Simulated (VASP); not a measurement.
# Sb (P6_3/mmc) in VASP: notebook, part 3 of 3

VASP 6.6.1.

## Step 6: Single point, PBE0

This run uses another cell than the first one, of 25.05 Å³/atom.

Contents of POSCAR:

```
Sb
1.0
    3.2860533585      0.0000000000      0.0000000000
   -1.6430266792      2.8458056866      0.0000000000
    0.0000000000      0.0000000000      5.3584933852
Sb
2
Direct
    0.6666666667      0.3333333333      0.7500000000
    0.3333333333      0.6666666667      0.2500000000
```

Contents of INCAR.step1:

```
SYSTEM = Sb
PREC = Accurate ; ENCUT = 520
EDIFF = 1E-5 ; ISMEAR = -1
SIGMA = 0.05 ; LREAL = .False.
LASPH = .True. ; NELM = 60
ALGO = Normal ; ISIF = 2
LWAVE = .True. ; NBANDS = 12
GGA = PE
```

Contents of INCAR.step2:

```
SYSTEM = Sb
PREC = Accurate ; ENCUT = 520
EDIFF = 1E-7 ; ISMEAR = -1
SIGMA = 0.05 ; LREAL = .False.
LASPH = .True. ; NELM = 60
ALGO = Normal ; ISIF = 2
LWAVE = .False. ; LCHARG = .True.
GGA = PE ; LHFCALC = .True.
AEXX = 0.25 ; PRECFOCK = Normal
LELF = .True. ; LVHAR = .True.
NBANDS = 12 ; ISTART = 1
```

Contents of KPOINTS:

```
Automatic mesh
0
Gamma
  4 4 4
  0 0 0
```

Potentials or basis: VASP PAW PBE potentials, release 64 (Sb).

Command:

```
> cat potpaw_PBE.64/Sb/POTCAR > POTCAR
> cp INCAR.step1 INCAR
> mpirun -np 1 vasp_std > vasp.out
> cp INCAR.step2 INCAR
> mpirun -np 1 vasp_std > vasp.out
```

OUTCAR:

```text
SYSTEM = Sb
   PREC = Accurate
   ENCUT = 520
   EDIFF = 1E-7
   ISMEAR = -1
   LREAL = .False.
   LASPH = .True.
   NELM = 60
   ISIF = 2
   GGA = PE
   LHFCALC = .True.
   AEXX = 0.25
   PRECFOCK = Normal
   ISTART = 1

 ion  position               nearest neighbor table
   1  0.667  0.333  0.750-   2 3.28   2 3.28   2 3.28   2 3.28   2 3.28   2 3.28
   2  0.333  0.667  0.250-   1 3.28   1 3.28   1 3.28   1 3.28   1 3.28   1 3.28

  LATTYP: Found a hexagonal cell.
 ALAT       =     3.2860533585
 C/A-ratio  =     1.6306775334

  Lattice vectors:

 A1 = (   3.2860533585,   0.0000000000,   0.0000000000)
 A2 = (  -1.6430266792,   2.8458056866,   0.0000000000)
 A3 = (   0.0000000000,   0.0000000000,   5.3584933852)

Analysis of symmetry for initial positions (statically):
=====================================================================
 Subroutine PRICEL returns:
 Original cell was already a primitive cell.

 Routine SETGRP: Setting up the symmetry group for a
 hexagonal supercell.

 Subroutine GETGRP returns: Found 24 space group operations
 (whereof 12 operations were pure point group operations)
 out of a pool of 24 trial point group operations.

The static configuration has the point symmetry D_3d.
 The point group associated with its full space group is D_6h.

Analysis of symmetry for dynamics (positions and initial velocities):
=====================================================================
 Subroutine PRICEL returns:
 Original cell was already a primitive cell.

 Routine SETGRP: Setting up the symmetry group for a
 hexagonal supercell.

 Subroutine GETGRP returns: Found 24 space group operations
 (whereof 12 operations were pure point group operations)
 out of a pool of 24 trial point group operations.

The dynamic configuration has the point symmetry D_3d.
 The point group associated with its full space group is D_6h.

 Subroutine INISYM returns: Found 24 space group operations
 (whereof 12 operations are pure point group operations),
 and found     1 'primitive' translations

----------------------------------------------------------------------------------------

                                     Primitive cell

  volume of cell :      50.1098

  direct lattice vectors                    reciprocal lattice vectors
     3.286053358  0.000000000  0.000000000     0.304316422  0.175697168  0.000000000
    -1.643026679  2.845805687  0.000000000     0.000000000  0.351394336  0.000000000
     0.000000000  0.000000000  5.358493385     0.000000000  0.000000000  0.186619620

  length of vectors
     3.286053358  3.286053358  5.358493385     0.351394336  0.351394336  0.186619620

  position of ions in fractional coordinates (direct lattice)
     0.666666667  0.333333333  0.750000000
     0.333333333  0.666666667  0.250000000

  ion indices of the primitive-cell ions
   primitive index   ion index
                 1           1
                 2           2

----------------------------------------------------------------------------------------

 KPOINTS: Automatic mesh

Automatic generation of k-mesh.
 Grid dimensions read from file:
 generate k-points for:    4    4    4

[... 37 lines left out ...]
   ions per type =               2
   NGX,Y,Z   is equivalent  to a cutoff of  12.14, 12.14, 12.41 a.u.
   NGXF,Y,Z  is equivalent  to a cutoff of  24.28, 24.28, 24.82 a.u.
 SYSTEM =  Sb
   PREC   = accura    normal or accurate (medium, high low for compatibility)
   ISTART =      1    job   : 0-new  1-cont  2-samecut
   ICHARG =      0    charge: 1-file 2-atom 10-const
   ISPIN  =      1    spin polarized calculation?
   LNONCOLLINEAR =      F non collinear calculations
   LSORBIT =      F    spin-orbit coupling
   LASPH  =      T    aspherical Exc in radial PAW
   ENCUT  =  520.0 eV  38.22 Ry    6.18 a.u.   6.11  6.11  9.96*2*pi/ulx,y,z
   NELM   =     60;   NELMIN=  2; NELMDL=  0     # of ELM steps
   EDIFF  = 0.1E-06   stopping-criterion for ELM
   LREAL  =      F    real-space projection
   EDIFFG = 0.1E-05   stopping-criterion for IOM
   NSW    =      0    number of steps for IOM
   IBRION =     -1    ionic relax: 0-MD 1-quasi-New 2-CG
   NFREE  =      0    steps in history (QN), initial steepest desc. (CG)
   ISIF   =      2    stress and relaxation
   ISYM   =      3    0-nonsym 1-usesym 2-fastsym
   POTIM  = 0.5000    time-step for ionic-motion
   TEBEG  =    0.0;   TEEND  =   0.0 temperature during run
   PSTRESS=    0.0 pullay stress
   NELECT =      10.0000    total number of electrons
   NUPDOWN=      -1.0000    fix difference up-down
   EMIN   =  10.00;   EMAX   =-10.00  energy-range for DOS
   EFERMI =   0.00;   METHOD = LEGACY
   ISMEAR =    -1;   SIGMA  =   0.05  broadening in eV -4-tet -1-fermi 0-gaus
   EFERMI_NEDOS =   21; number of points for ismear=-14 and -15
   IALGO  =     38    algorithm
   IMIX   =      1    mixing-type and parameters
     AMIX     =   0.40;   BMIX     =  1.00
     AMIX_MAG =   1.60;   BMIX_MAG =  1.00
  volume/ion in A,a.u.               =      25.05       169.08
  Fermi-wavevector in a.u.,A,eV,Ry     =   0.956681  1.807866 12.452586  0.915239
  Thomas-Fermi vector in A             =   2.085631
   LORBIT       =      0    0 simple, 1 ext, 2 COOP (PROOUT), +10 PAW based schemes
   GGA     = PE    functional components
   LHFCALC =     T    Hartree Fock is set to
   PRECFOCK=normal    Normal, Fast or Accurate (Low or Medium for compatibility)
   ENCUT4O =  -1.0   cutoff for four orbital integrals eV
   NKREDX  =     1    reduce k-point grid by
   NKREDY  =     1    reduce k-point grid by
   NKREDZ  =     1    reduce k-point grid by
   AEXX    =    0.2500 exact exchange contribution
   HFSCREEN=    0.0000 screening length (either q_TF or 0.3 A-1)
   HFSCREENC=   0.0000 screening length for correlation (either q_TF or 0.3 A-1)
   ENCUTFOCK=  -1.0 apply spherical cutoff to Coloumb kernel
   IVDW    =     0    specifies the selected vdW correction
   LEPSILON=     F    determine dielectric tensor
   LRPA    =     F    only Hartree local field effects (RPA)
 non-spin polarized calculation
  energy-cutoff  :      520.00
  volume of cell :       50.11
 maximum number of plane-waves:      1364
  NGX = 20; NGY = 20; NGZ = 30

 number of electron      10.0000000 magnetization

 Free energy of the ion-electron system (eV)
  ---------------------------------------------------
  ext. energy  EPLUGINS =         0.00000000
  ---------------------------------------------------
  free energy    TOTEN  =       -10.65069084 eV

  energy without entropy =      -10.63793335  energy(sigma->0) =      -10.64431209

 E-fermi :   9.2429     XC(G=0):  -8.3447

 val. band max:        9.2260884452   @ k =   0.2500   0.2500   0.2500
 cond. band min:      10.0837357716   @ k =   0.2500  -0.0000   0.2500
 fundamental gap:      0.8576473264
 Fermi energy:         9.2429425881

 k-point     1 :       0.0000    0.0000    0.0000
  band No.  band energies     occupation
      1      -6.1342      2.00000
      2      -1.4345      2.00000
      3       1.7801      2.00000
      4      14.1714      0.00000
      5      14.1714      0.00000
      6      16.1301      0.00000
      7      16.1301      0.00000
      8      16.5086      0.00000
      9      18.4032      0.00000
     10      19.4763      0.00000
     11      20.7095      0.00000
     12      20.7095      0.00000
[... 151 lines left out ...]
 k-point    12 :       0.2500    0.2500    0.5000
  band No.  band energies     occupation
      1      -1.0382      2.00000
      2      -1.0382      2.00000
      3       4.5198      2.00000
      4       4.5198      2.00000
      5       6.7198      2.00000
      6       6.7198      2.00000
      7      12.5387      0.00000
      8      12.5387      0.00000
      9      18.3036      0.00000
     10      18.3036      0.00000
     11      19.8831      0.00000
     12      19.8831      0.00000

------------------------ aborting loop because EDIFF is reached ----------------------------------------

  FORCE on cell =-STRESS in cart. coord.  units (eV):
  Direction    XX          YY          ZZ          XY          YZ          ZX
  --------------------------------------------------------------------------------------
  -------------------------------------------------------------------------------------
  Total        0.2543865      0.2543865      0.8532948      0.0000000      0.0000000      0.0000000
  in kB        8.1335852      8.1335852     27.2826854      0.0000000      0.0000000      0.0000000
  external PRESSURE =      14.5166186 kB  Pullay stress =       0.0000000 kB

 VOLUME and BASIS-vectors are now :
 -----------------------------------------------------------------------------
  energy-cutoff  :      520.00
  volume of cell :       50.11
      direct lattice vectors                 reciprocal lattice vectors
     3.286053358  0.000000000  0.000000000     0.304316422  0.175697168  0.000000000
    -1.643026679  2.845805687  0.000000000     0.000000000  0.351394336  0.000000000
     0.000000000  0.000000000  5.358493385     0.000000000  0.000000000  0.186619620

 POSITION                                       TOTAL-FORCE (eV/Angst)
 -----------------------------------------------------------------------------------
      1.64303      0.94860      4.01887         0.000000      0.000000      0.000000
     -0.00000      1.89720      1.33962        -0.000000     -0.000000     -0.000000
 -----------------------------------------------------------------------------------
    total drift:                                0.000000      0.000000      0.000000

  FREE ENERGIE OF THE ION-ELECTRON SYSTEM (eV)
  ---------------------------------------------------
  free  energy   TOTEN  =       -10.6506908389 eV

  energy  without entropy=      -10.6379333451  energy(sigma->0) =      -10.64431209
```

Wall time 14 min (1 thread of Intel Xeon 8259CL, shared host); peak memory 0.18 GiB.

Results:

```yaml
Free_energy: -10.6507 eV
Pressure: 1.5 GPa
Band_gap_on_the_k_mesh: zero (bands 5 and 6 overlap by 8.45 eV)
```

Levels at points of the mesh, in eV from the Fermi level:
| k point | band 1 | band 2 | band 3 | band 4 | band 5 | band 6 | band 7 | band 8 |
| --- | --- | --- | --- | --- | --- | --- | --- | --- |
| (0.00, 0.00, 0.00) | -15.38 | -10.68 | -7.46 | 4.93 | 4.93 | 6.89 | 6.89 | 7.27 |
| (0.50, 0.00, 0.00) | -11.00 | -9.52 | -5.27 | -3.91 | -3.12 | -0.37 | 1.04 | 5.03 |
| (0.00, 0.00, 0.50) | -13.93 | -13.93 | -0.99 | -0.99 | 5.93 | 5.93 | 5.93 | 5.93 |
| (0.50, 0.00, 0.50) | -9.86 | -9.86 | -6.86 | -6.86 | 2.50 | 2.50 | 2.70 | 2.70 |

Caveat: the k points lie up to 0.55 Å⁻¹ apart, too coarse for converged energies and pressures of a metal; the PAW data sets were made with another functional, which shifts forces and pressure a little; spin-orbit coupling is left out, which moves the levels of the heavy elements.

## Step 7: Overview

| level | cell | k mesh | share of exact exchange | gap on the mesh (eV) | pressure (GPa) |
| --- | --- | --- | --- | --- | --- |
| r2SCAN-based global hybrid with 35 % exact exchange | a = 3.355, b = 3.355, c = 5.470 Å, angles 90.0, 90.0, 120.0°, 2 atoms | 5 × 5 × 3 | 0.35 | none | -5.2 |
| r2SCAN-based global hybrid with 50 % exact exchange | a = 3.355, b = 3.355, c = 5.470 Å, angles 90.0, 90.0, 120.0°, 2 atoms | 5 × 5 × 3 | 0.5 | none | -8.1 |
| PBE0 | a = 3.355, b = 3.355, c = 5.470 Å, angles 90.0, 90.0, 120.0°, 2 atoms | 6 × 6 × 4 | 0.25 | none | -1.7 |
| PBE0 | a = 3.377, b = 3.377, c = 5.506 Å, angles 90.0, 90.0, 120.0°, 2 atoms | 6 × 6 × 4 | 0.25 | none | -3.0 |
| PBE0 | a = 3.286, b = 3.286, c = 5.358 Å, angles 90.0, 90.0, 120.0°, 2 atoms | 4 × 4 × 4 | 0.25 | none | 1.5 |

Alike in all rows: task single point; potentials or basis VASP PAW PBE potentials, release 64 (Sb); no spin polarisation; cutoff (eV) 520; smearing fermi-dirac 0.05 eV.

Caveats: some runs use coarse meshes; the PAW data sets were made with another functional, which shifts forces and pressure a little; spin-orbit coupling is left out, which moves the levels of the heavy elements; the stress differs along the axes, from -5 to 1 GPa (at least some runs).

Total energies depend on the potentials used, so only differences within one code and one set of settings carry meaning.

The gap in the log of VASP goes by the Fermi energy; the results here count the filled bands.